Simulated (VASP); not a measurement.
The system is OsC2.

```
CELL_PARAMETERS angstrom
2.51293 0.00000 0.00000
-1.25647 2.17626 0.00000
0.00000 0.00000 9.77428
ATOMIC_POSITIONS crystal
Os 0.33333 0.66667 0.25000
Os 0.66667 0.33333 0.75000
C 0.33333 0.66667 0.62750
C 0.66667 0.33333 0.12750
C 0.33333 0.66667 0.87250
C 0.66667 0.33333 0.37250
```

| Quantity | Value |
| --- | --- |
| Program | VASP 6.6.1 |
| Task | relaxation of cell and atoms |
| Functional | PBE |
| Potentials or basis | VASP PAW PBE potentials, release 64 (Os, C) |
| Cutoff | 600 eV |
| k mesh | 6 × 6 × 2 |
| Occupations | gaussian, width 0.1 eV |
| Spin | no spin polarisation |

At the start: pressure 167.6 GPa; volume 8.91 Å³/atom.

Q: How do energy, volume and symmetry change on relaxing?

A: Over 40 steps the energy falls by 1936.4 meV/atom and the volume is 14.69 Å³/atom (+64.9 %); space group P6_3/mmc (No. 194, to 0.05 Å).

Step by step:
```tsv
step	energy change (eV)	largest force (eV/Å)	pressure (GPa)	volume (Å³)
1	0.0000	7.9167	167.56	53.45
2	16.1782	2.4802	-30.12	161.45
3	5.1784	3.5922	-40.93	117.83
4	-2.6239	3.6790	-42.34	92.80
5	-7.6895	1.7675	-11.31	71.37
6	-7.7967	0.8878	4.67	67.48
7	-7.8138	1.1900	-0.85	68.68
8	-8.9132	1.4619	-0.11	69.27
9	-11.1328	1.1307	0.56	68.19
10	-10.9858	0.1662	1.41	67.51
11	-11.1366	0.9981	0.53	68.05
12	-11.2479	0.6102	8.75	68.74
13	-11.2636	0.1500	6.61	68.57
14	-11.3776	0.1658	1.53	71.44
15	-11.4188	0.1608	-2.08	74.05
16	-11.4222	0.1806	-3.61	75.32
17	-11.5244	0.1882	0.97	76.32
18	-11.5375	0.1581	3.24	76.72
19	-11.5381	0.1498	4.31	76.90
20	-11.5656	0.4765	-0.39	80.24
21	-11.5666	0.3841	0.31	79.70
22	-11.5838	0.2913	-0.73	80.98
23	-11.5919	0.1805	-1.81	82.49
24	-11.5992	0.1867	1.23	82.61
25	-11.6000	0.1004	0.51	82.58
26	-11.6035	0.0613	0.72	82.88
27	-11.6063	0.0031	1.10	83.35
28	-11.6079	0.1692	-0.76	84.35
29	-11.6083	0.1130	-0.16	84.02
30	-11.6097	0.0891	-0.29	84.36
31	-11.6115	0.0121	-0.64	85.39
32	-11.6125	0.0218	-0.30	85.49
33	-11.6135	0.1160	0.63	85.74
34	-11.6145	0.0995	0.65	86.01
35	-11.6164	0.0550	0.75	86.79
36	-11.6160	0.0193	1.01	88.36
37	-11.6168	0.0219	0.88	87.52
38	-11.6178	0.0832	-0.34	88.30
39	-11.6179	0.0554	-0.03	88.10
40	-11.6181	0.0316	-0.04	88.16
```

Final structure:
```
Os C
1.0
     3.19549    0.00000    0.00000
    -1.59774    2.76737    0.00000
     0.00000    0.00000    9.96929
Os C
2 4
Direct
  0.33333 0.66667 0.25000
  0.66667 0.33333 0.75000
  0.33333 0.66667 0.66432
  0.66667 0.33333 0.16432
  0.33333 0.66667 0.83568
  0.66667 0.33333 0.33568
```

Caveat: the k points lie up to 0.38 Å⁻¹ apart in the final cell; the volume moved by over 15 % at a fixed basis, so the end points are rough.
